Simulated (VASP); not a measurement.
Write the native input for VASP 6.6.1 that does the following.

| Item | Value |
| --- | --- |
| Task | single point |
| Functional | PBE-based screened hybrid with 5 % exact exchange |
| Potentials or basis | VASP PAW PBE potentials, release 64 (Ag, Br) |
| Cutoff | 400 eV |
| k mesh | 4 × 4 × 4 |
| Occupations | gaussian, width 0.01 eV |
| Spin | no spin polarisation |
| Dipole correction | no |
| Grid for exact exchange (PRECFOCK) | Normal |
| Share of exact exchange | 0.05 |
| Further INCAR settings | ALGO = Normal; EDIFF = 1e-06; NBANDS = 16 |
| Screening parameter | 0.3 1/Å |

Crystal: AgBr.

```xyz
2
Lattice="0.0000 2.8927 2.8927 2.8927 0.0000 2.8927 2.8927 2.8927 0.0000" Properties=species:S:1:pos:R:3 pbc="T T T"
Ag    0.0000    0.0000    0.0000
Br    2.8927    2.8927    2.8927
```

These files were run (other wordings do the same):

POSCAR

```
AgBr
1.0
    0.0000000000      2.8927333262      2.8927333262
    2.8927333262      0.0000000000      2.8927333262
    2.8927333262      2.8927333262      0.0000000000
Ag Br
1 1
Direct
    0.0000000000      0.0000000000      0.0000000000
    0.5000000000      0.5000000000      0.5000000000
```

INCAR.step1

```
PREC = Accurate
ENCUT = 400
EDIFF = 1E-5
ISMEAR = 0
SIGMA = 0.01
LREAL = F
LASPH = T
NELM = 120
ALGO = Normal
ISIF = 2
LWAVE = T
NBANDS = 16
GGA = PE
GGA_COMPAT = F
```

INCAR.step2

```
PREC = Accurate
ENCUT = 400
EDIFF = 1E-6
ISMEAR = 0
SIGMA = 0.01
LREAL = F
LASPH = T
NELM = 120
ALGO = Normal
ISIF = 2
LWAVE = F
LCHARG = T
GGA = PE
LHFCALC = T
AEXX = 0.05
HFSCREEN = 0.3
PRECFOCK = Normal
LELF = T
LVHAR = T
NBANDS = 16
ISTART = 1
GGA_COMPAT = F
```

KPOINTS

```
Automatic mesh
0
Gamma
  4 4 4
```

Potentials or basis: VASP PAW PBE potentials, release 64 (Ag, Br).

The run is started by

```console
$ cat potpaw_PBE.64/Ag/POTCAR potpaw_PBE.64/Br/POTCAR > POTCAR
$ cp INCAR.step1 INCAR
$ mpirun -np 1 vasp_std > vasp.out
$ cp INCAR.step2 INCAR
$ mpirun -np 1 vasp_std > vasp.out
```

Results of the run:

```json
{
  "Pressure": "1.2 GPa",
  "Band gap on the k mesh": "0.89 eV (least direct gap 2.72 eV)"
}
```

Caveat: the k points lie up to 0.47 Å⁻¹ apart; the PAW data sets were made with another functional, which shifts forces and pressure a little.

Run time: 7 min on 1 thread of Intel Xeon 8259CL, with other jobs on the host, peak memory 0.28 GiB.
